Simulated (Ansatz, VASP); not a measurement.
## Two plane-wave programs on KCl

Contents of INCAR:

```
PREC = Accurate
ENCUT = 520
EDIFF = 1E-8
ISMEAR = -1
SIGMA = 0.03
LREAL = F
LASPH = T
NELM = 100
ALGO = Normal
ISIF = 2
LWAVE = F
LCHARG = F
GGA = CA
LEFG = T
NBANDS = 15
```

Contents of KPOINTS:

```
regular mesh
0
Gamma
  7 7 7
```

File POSCAR:

```
KCl
1.0
    0.0946830000      3.2034415000      3.2034415000
    3.2034415000      0.0946830000      3.2034415000
    3.2034415000      3.2034415000      0.0946830000
K Cl
1 1
Direct
    0.0000000000      0.0000000000      0.0000000000
    0.5000000000      0.5000000000      0.5000000000
```

Input for Ansatz:

```yaml
crystal:
  lattice:
    - [0.094683, 3.2034415, 3.2034415]
    - [3.2034415, 0.094683, 3.2034415]
    - [3.2034415, 3.2034415, 0.094683]
  atoms:
    - { symbol: K, position: [0.0, 0.0, 0.0] }
    - { symbol: Cl, position: [0.5, 0.5, 0.5] }
kpoints:
  mp_grid: { grid: [7, 7, 7] }
scf:
  occupations: { method: fermi_dirac, width: 0.03 }
hamiltonian:
  xc: lda
  pseudopotentials: { kind: paw }
output:
  forces: true
  stress: true
  eigenvalues: true
  efg: { contact_densities: true }
  write_density: true
  write_potential: true
  elf: true
  volumetric_format: npy
```

Change from the starting cell: equal xy, yz and zx shear strains of +3 %, PAW files.

Alike in both runs: task electric field gradients; functional LDA; k mesh 7 × 7 × 7; occupations fermi-dirac, width 0.03 eV; no spin polarisation.

```csv
,VASP,Ansatz
version,VASP 6.6.1,Ansatz 0.2.0
potentials or method,"VASP PAW LDA potentials, release 64 (K_sv, Cl)","PAW with Ansatz's default frozen-core files, scalar-relativistic"
plane-wave cutoff (eV),520,420
valence electrons in the cell,16,16
```

Ansatz gave:

```
gap on the k mesh at the Fermi level (eV)                     : 4.67
pressure (GPa)                                                : -2.1
traceless stress, the component that is largest in VASP (GPa) : -0.24
size of Vzz on the site where it differs most (V/Å²)          : 4.7
```

Task: Which values does VASP return?

Result: gap on the k mesh at the Fermi level (eV): 4.68; pressure (GPa): -2.1; traceless stress, the component that is largest in VASP (GPa): -0.24; size of Vzz on the site where it differs most (V/Å²): 4.5.

LDA's correlation is that of Perdew and Zunger in VASP and of Perdew and Wang (1992) in Ansatz.
